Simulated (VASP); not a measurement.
# CdTe (r.b) (F-43m) in VASP: notebook

Runs on CdTe (r.b). Level: r2SCAN+rVV10. Tasks: single point.

Everything below comes from runs of VASP 6.6.1. Logs are shortened: lines on timing, memory, paths and dates and some standing lists are left out, and cuts for length are marked.

### 1 The cell of the first run

It takes space group F-43m (No. 216, cubic). The conventional cell has a = 6.518 Å, b = 6.518 Å, c = 6.518 Å, α = 90.00°, β = 90.00°, γ = 90.00°. Cd (site symmetry -43m) has 4 Te at 2.82 Å within 3.7 Å. Within 3.7 Å of Te (site symmetry -43m) lie 4 Cd at 2.82 Å.

### 2 Single point, r2SCAN+rVV10

Input file POSCAR:

```
CdTe
1.0
    0.0000000000      3.2591820774      3.2591820774
    3.2591820774      0.0000000000      3.2591820774
    3.2591820774      3.2591820774      0.0000000000
Cd Te
1 1
Direct
    0.0000000000      0.0000000000      0.0000000000
    0.2500000000      0.2500000000      0.2500000000
```

Input file INCAR.step1:

```
ALGO = Normal
EDIFF = 1E-5
ENCUT = 550
GGA = PE
GGA_COMPAT = False
ISMEAR = 0
LASPH = True
LCHARG = False
LREAL = False
LWAVE = True
NBANDS = 16
NELM = 120
PREC = Accurate
SIGMA = 0.02
```

Input file INCAR.step2:

```
ALGO = Normal
BPARAM = 11.95
CPARAM = 0.0093
EDIFF = 1E-6
ENCUT = 550
GGA_COMPAT = False
ISIF = 2
ISMEAR = 0
ISTART = 1
IVDW_NL = 2
LASPH = True
LCHARG = False
LMIXTAU = True
LREAL = False
LUSE_VDW = True
LWAVE = False
METAGGA = R2SCAN
NBANDS = 16
NELM = 120
PREC = Accurate
SIGMA = 0.02
```

Input file KPOINTS:

```
k-points
0
Gamma
  8 8 8
```

Potentials or basis: VASP PAW PBE potentials, release 64 (Cd, Te).

On the command line:

```console
$ cat potpaw_PBE.64/Cd/POTCAR potpaw_PBE.64/Te/POTCAR > POTCAR
$ cp INCAR.step1 INCAR
$ mpirun -np 1 vasp_std > vasp.out
$ cp INCAR.step2 INCAR
$ mpirun -np 1 vasp_std > vasp.out
```

OUTCAR:

```text
BPARAM = 11.95
   EDIFF = 1E-6
   ENCUT = 550
   ISIF = 2
   ISMEAR = 0
   ISTART = 1
   IVDW_NL = 2
   LASPH = True
   LREAL = False
   METAGGA = R2SCAN
   NELM = 120
   PREC = Accurate

 ion  position               nearest neighbor table
   1  0.000  0.000  0.000-   2 2.82   2 2.82   2 2.82   2 2.82
   2  0.250  0.250  0.250-   1 2.82   1 2.82   1 2.82   1 2.82

  LATTYP: Found a face centered cubic cell.
 ALAT       =     6.5183641548

  Lattice vectors:

 A1 = (   0.0000000000,   3.2591820774,   3.2591820774)
 A2 = (   3.2591820774,   0.0000000000,   3.2591820774)
 A3 = (   3.2591820774,   3.2591820774,   0.0000000000)

Analysis of symmetry for initial positions (statically):
=====================================================================
 Subroutine PRICEL returns:
 Original cell was already a primitive cell.

 Routine SETGRP: Setting up the symmetry group for a
 face centered cubic supercell.

 Subroutine GETGRP returns: Found 24 space group operations
 (whereof 24 operations were pure point group operations)
 out of a pool of 48 trial point group operations.

The static configuration has the point symmetry T_d .

Analysis of symmetry for dynamics (positions and initial velocities):
=====================================================================
 Subroutine PRICEL returns:
 Original cell was already a primitive cell.

 Routine SETGRP: Setting up the symmetry group for a
 face centered cubic supercell.

 Subroutine GETGRP returns: Found 24 space group operations
 (whereof 24 operations were pure point group operations)
 out of a pool of 48 trial point group operations.

The dynamic configuration has the point symmetry T_d .

 Subroutine INISYM returns: Found 24 space group operations
 (whereof 24 operations are pure point group operations),
 and found     1 'primitive' translations

----------------------------------------------------------------------------------------

                                     Primitive cell

  volume of cell :      69.2398

  direct lattice vectors                    reciprocal lattice vectors
     0.000000000  3.259182077  3.259182077    -0.153412724  0.153412724  0.153412724
     3.259182077  0.000000000  3.259182077     0.153412724 -0.153412724  0.153412724
     3.259182077  3.259182077  0.000000000     0.153412724  0.153412724 -0.153412724

  length of vectors
     4.609179496  4.609179496  4.609179496     0.265718632  0.265718632  0.265718632

  position of ions in fractional coordinates (direct lattice)
     0.000000000  0.000000000  0.000000000
     0.250000000  0.250000000  0.250000000

  ion indices of the primitive-cell ions
   primitive index   ion index
                 1           1
                 2           2

----------------------------------------------------------------------------------------

 KPOINTS: k-points

Automatic generation of k-mesh.
 Grid dimensions read from file:
 generate k-points for:    8    8    8

 Generating k-lattice:

  Cartesian coordinates                     Fractional coordinates (reciprocal lattice)
    -0.019176590  0.019176590  0.019176590     0.125000000  0.000000000  0.000000000
     0.019176590 -0.019176590  0.019176590     0.000000000  0.125000000  0.000000000
     0.019176590  0.019176590 -0.019176590     0.000000000  0.000000000  0.125000000

  Length of vectors
     0.033214829  0.033214829  0.033214829

  Shift w.r.t. Gamma in fractional coordinates (k-lattice)
     0.000000000  0.000000000  0.000000000

 Subroutine IBZKPT returns following result:
 ===========================================

 Found     29 irreducible k-points:

 Following reciprocal coordinates:
            Coordinates               Weight
  0.000000  0.000000  0.000000      1.000000
  0.125000  0.000000  0.000000      8.000000
  0.250000  0.000000  0.000000      8.000000
  0.375000  0.000000  0.000000      8.000000
  0.500000  0.000000  0.000000      4.000000
  0.125000  0.125000  0.000000      6.000000
[... 16 lines left out ...]
  0.500000  0.250000  0.125000     48.000000
 -0.375000  0.250000  0.125000     24.000000
 [... further k-points ...]
   k-points           NKPTS =     29   k-points in BZ     NKDIM =     29   number of bands    NBANDS=     16
   number of dos      NEDOS =    301   number of ions     NIONS =      2
   total plane-waves  NPLWV =  46656
   dimension x,y,z NGX =    36 NGY =   36 NGZ =   36
   dimension x,y,z NGXF=    72 NGYF=   72 NGZF=   72
   ions per type =               1   1
   NGX,Y,Z   is equivalent  to a cutoff of  12.98, 12.98, 12.98 a.u.
   NGXF,Y,Z  is equivalent  to a cutoff of  25.97, 25.97, 25.97 a.u.
 SYSTEM =  unknown system
   PREC   = accura    normal or accurate (medium, high low for compatibility)
   ISTART =      1    job   : 0-new  1-cont  2-samecut
   ICHARG =      0    charge: 1-file 2-atom 10-const
   ISPIN  =      1    spin polarized calculation?
   LNONCOLLINEAR =      F non collinear calculations
   LSORBIT =      F    spin-orbit coupling
   LASPH  =      T    aspherical Exc in radial PAW
   ENCUT  =  550.0 eV  40.42 Ry    6.36 a.u.   8.81  8.81  8.81*2*pi/ulx,y,z
   NELM   =    120;   NELMIN=  2; NELMDL=  0     # of ELM steps
   EDIFF  = 0.1E-05   stopping-criterion for ELM
   LREAL  =      F    real-space projection
   EDIFFG = 0.1E-04   stopping-criterion for IOM
   NSW    =      0    number of steps for IOM
   IBRION =     -1    ionic relax: 0-MD 1-quasi-New 2-CG
   NFREE  =      0    steps in history (QN), initial steepest desc. (CG)
   ISIF   =      2    stress and relaxation
   ISYM   =      2    0-nonsym 1-usesym 2-fastsym
   POTIM  = 0.5000    time-step for ionic-motion
   TEBEG  =    0.0;   TEEND  =   0.0 temperature during run
   PSTRESS=    0.0 pullay stress
   NELECT =      18.0000    total number of electrons
   NUPDOWN=      -1.0000    fix difference up-down
   EMIN   =  10.00;   EMAX   =-10.00  energy-range for DOS
   EFERMI =   0.00;   METHOD = LEGACY
   ISMEAR =     0;   SIGMA  =   0.02  broadening in eV -4-tet -1-fermi 0-gaus
   EFERMI_NEDOS =   21; number of points for ismear=-14 and -15
   IALGO  =     38    algorithm
   IMIX   =      4    mixing-type and parameters
     AMIX     =   0.40;   BMIX     =  1.00
     AMIX_MAG =   1.60;   BMIX_MAG =  1.00
  volume/ion in A,a.u.               =      34.62       233.63
  Fermi-wavevector in a.u.,A,eV,Ry     =   1.044833  1.974449 14.853165  1.091677
  Thomas-Fermi vector in A             =   2.179603
   LORBIT       =      0    0 simple, 1 ext, 2 COOP (PROOUT), +10 PAW based schemes
   METAGGA = R2SCAN    functional components
   LHFCALC =     F    Hartree Fock is set to
   AEXX    =    0.0000 exact exchange contribution
   IVDW_NL    =     2    kernel type
   BPARAM     =11.9500
   IVDW    =     0    specifies the selected vdW correction
   LEPSILON=     F    determine dielectric tensor
   LRPA    =     F    only Hartree local field effects (RPA)
 non-spin polarized calculation
 Gauss-broadening in eV      SIGMA  =   0.02
  energy-cutoff  :      550.00
  volume of cell :       69.24
 maximum number of plane-waves:      2085
   NGX = 17   NGY = 17   NGZ = 17

 number of electron      18.0000001 magnetization

 Free energy of the ion-electron system (eV)
  ---------------------------------------------------
  ext. energy  EPLUGINS =         0.00000000
  ---------------------------------------------------
  free energy    TOTEN  =       -46.00510027 eV

  energy without entropy =      -46.00510027  energy(sigma->0) =      -46.00510027

 E-fermi :   2.0367     XC(G=0):  -9.1013

 val. band max:        1.9316983685   @ k =   0.0000   0.0000   0.0000
 cond. band min:       3.1059419593   @ k =   0.0000   0.0000   0.0000
 fundamental gap:      1.1742435908
 Fermi energy:         2.0366996094

 k-point     1 :       0.0000    0.0000    0.0000
  band No.  band energies     occupation
      1      -9.5023      2.00000
      2      -6.5594      2.00000
      3      -6.5594      2.00000
      4      -6.5594      2.00000
      5      -6.2869      2.00000
      6      -6.2869      2.00000
[... 8 lines left out ...]
     15      11.7085      0.00000
     16      11.7085      0.00000

 k-point     2 :       0.1250    0.0000    0.0000
  band No.  band energies     occupation
      1      -9.4435      2.00000
      2      -6.5481      2.00000
      3      -6.5481      2.00000
      4      -6.5111      2.00000
      5      -6.2876      2.00000
      6      -6.2876      2.00000
[... 8 lines left out ...]
     15      10.9717      0.00000
     16      10.9717      0.00000

 k-point     3 :       0.2500    0.0000    0.0000
  band No.  band energies     occupation
      1      -9.3012      2.00000
      2      -6.5228      2.00000
      3      -6.5228      2.00000
      4      -6.3510      2.00000
      5      -6.2870      2.00000
      6      -6.2870      2.00000
[... 8 lines left out ...]
     15      10.7697      0.00000
     16      10.7697      0.00000

 k-point     4 :       0.3750    0.0000    0.0000
  band No.  band energies     occupation
      1      -9.1606      2.00000
      2      -6.5013      2.00000
      3      -6.5013      2.00000
      4      -6.2819      2.00000
      5      -6.2819      2.00000
      6      -6.0904      2.00000
[... 8 lines left out ...]
     15      11.6271      0.00000
     16      11.6271      0.00000

 k-point     5 :       0.5000    0.0000    0.0000
  band No.  band energies     occupation
      1      -9.1037      2.00000
      2      -6.4939      2.00000
      3      -6.4939      2.00000
      4      -6.2781      2.00000
      5      -6.2781      2.00000
      6      -5.9286      2.00000
[... 8 lines left out ...]
     15      12.7479      0.00000
     16      12.7479      0.00000

 k-point     6 :       0.1250    0.1250    0.0000
  band No.  band energies     occupation
      1      -9.4240      2.00000
      2      -6.5372      2.00000
      3      -6.5372      2.00000
      4      -6.5099      2.00000
      5      -6.2929      2.00000
      6      -6.2823      2.00000
[... 8 lines left out ...]
     15      10.8826      0.00000
     16      11.8512      0.00000

 k-point     7 :       0.2500    0.1250    0.0000
  band No.  band energies     occupation
      1      -9.3099      2.00000
      2      -6.5183      2.00000
      3      -6.5108      2.00000
      4      -6.3982      2.00000
      5      -6.2888      2.00000
      6      -6.2785      2.00000
[... 8 lines left out ...]
     15      11.6449      0.00000
     16      11.6788      0.00000

 k-point     8 :       0.3750    0.1250    0.0000
  band No.  band energies     occupation
      1      -9.1697      2.00000
      2      -6.4978      2.00000
      3      -6.4871      2.00000
      4      -6.3095      2.00000
      5      -6.2750      2.00000
      6      -6.1357      2.00000
[... 8 lines left out ...]
     15      11.5310      0.00000
     16      12.2036      0.00000

 k-point     9 :       0.5000    0.1250    0.0000
  band No.  band energies     occupation
      1      -9.0865      2.00000
      2      -6.4855      2.00000
      3      -6.4785      2.00000
      4      -6.2925      2.00000
      5      -6.2764      2.00000
      6      -5.9144      2.00000
[... 8 lines left out ...]
     15      12.2630      0.00000
     16      12.7887      0.00000
[... 172 lines left out ...]
 k-point    19 :       0.5000    0.3750    0.0000
  band No.  band energies     occupation
      1      -9.0012      2.00000
      2      -6.4213      2.00000
      3      -6.4067      2.00000
      4      -6.3635      2.00000
      5      -6.2613      2.00000
      6      -5.8148      2.00000
[... 8 lines left out ...]
     15      13.1851      0.00000
     16      13.9261      0.00000

 k-point    20 :      -0.3750    0.3750    0.0000
  band No.  band energies     occupation
      1      -8.9945      2.00000
      2      -6.4403      2.00000
      3      -6.4183      2.00000
      4      -6.3330      2.00000
      5      -6.2727      2.00000
      6      -5.7413      2.00000
[... 8 lines left out ...]
     15      12.0145      0.00000
     16      14.8010      0.00000

 k-point    21 :       0.5000    0.5000    0.0000
  band No.  band energies     occupation
      1      -8.9832      2.00000
      2      -6.3932      2.00000
      3      -6.3932      2.00000
      4      -6.3889      2.00000
      5      -6.2558      2.00000
      6      -5.7842      2.00000
[... 8 lines left out ...]
     15      13.2278      0.00000
     16      13.9620      0.00000

 k-point    22 :       0.3750    0.2500    0.1250
  band No.  band energies     occupation
      1      -9.1974      2.00000
      2      -6.4941      2.00000
      3      -6.4816      2.00000
      4      -6.3344      2.00000
      5      -6.2770      2.00000
      6      -6.1994      2.00000
[... 8 lines left out ...]
     15      12.2028      0.00000
     16      12.8114      0.00000

 k-point    23 :       0.5000    0.2500    0.1250
  band No.  band energies     occupation
      1      -9.0880      2.00000
      2      -6.4731      2.00000
      3      -6.4632      2.00000
      4      -6.3139      2.00000
      5      -6.2769      2.00000
      6      -5.9703      2.00000
[... 8 lines left out ...]
     15      12.4004      0.00000
     16      13.0650      0.00000

 k-point    24 :      -0.3750    0.2500    0.1250
  band No.  band energies     occupation
      1      -9.0439      2.00000
      2      -6.4669      2.00000
      3      -6.4560      2.00000
      4      -6.3022      2.00000
      5      -6.2812      2.00000
      6      -5.8318      2.00000
[... 8 lines left out ...]
     15      12.4399      0.00000
     16      13.0754      0.00000

 [... further k-points ...]

------------------------ aborting loop because EDIFF is reached ----------------------------------------

  FORCE on cell =-STRESS in cart. coord.  units (eV):
  Direction    XX          YY          ZZ          XY          YZ          ZX
  --------------------------------------------------------------------------------------
  -------------------------------------------------------------------------------------
  Total        0.0916090      0.0916090      0.0916090      0.0000000      0.0000000      0.0000000
  in kB        2.1197906      2.1197906      2.1197906      0.0000000      0.0000000      0.0000000
  external PRESSURE =       2.1197906 kB  Pullay stress =       0.0000000 kB

 VOLUME and BASIS-vectors are now :
 -----------------------------------------------------------------------------
  energy-cutoff  :      550.00
  volume of cell :       69.24
      direct lattice vectors                 reciprocal lattice vectors
     0.000000000  3.259182077  3.259182077    -0.153412724  0.153412724  0.153412724
     3.259182077  0.000000000  3.259182077     0.153412724 -0.153412724  0.153412724
     3.259182077  3.259182077  0.000000000     0.153412724  0.153412724 -0.153412724

 POSITION                                       TOTAL-FORCE (eV/Angst)
 -----------------------------------------------------------------------------------
      0.00000      0.00000      0.00000         0.000000      0.000000      0.000000
      1.62959      1.62959      1.62959        -0.000000     -0.000000     -0.000000
 -----------------------------------------------------------------------------------
    total drift:                                0.000000      0.000000      0.000000

  FREE ENERGIE OF THE ION-ELECTRON SYSTEM (eV)
  ---------------------------------------------------
  free  energy   TOTEN  =       -46.0051002716 eV

  energy  without entropy=      -46.0051002716  energy(sigma->0) =      -46.00510027
```

It took 1.8 min on 1 thread of AMD EPYC 9R45 (Zen 5), shared host; peak memory 0.38 GiB.

Results:

| Property | Result |
| --- | --- |
| Free energy | -46.0051 eV |
| Pressure | 0.2 GPa |
| Band gap on the k mesh | 1.17 eV, direct |

Levels at points of the mesh, in eV from the valence-band top:
```
           k point  band 5  band 6  band 7  band 8  band 9  band 10  band 11  band 12  band 13  band 14
(0.00, 0.00, 0.00)   -8.22   -8.22    0.00    0.00    0.00     1.17     5.02     5.02     5.02     7.79
(0.50, 0.00, 0.00)   -8.21   -7.86   -4.42   -0.77   -0.77     2.18     5.56     5.56     7.28     9.08
(0.50, 0.50, 0.00)   -8.19   -7.72   -4.28   -1.86   -1.86     2.83     2.95     9.29     9.70     9.70
```

Caveat: the PAW data sets were made with another functional, which shifts forces and pressure a little; spin-orbit coupling is left out, which moves the levels of the heavy elements.

(Part 1 of 2 ends here.)
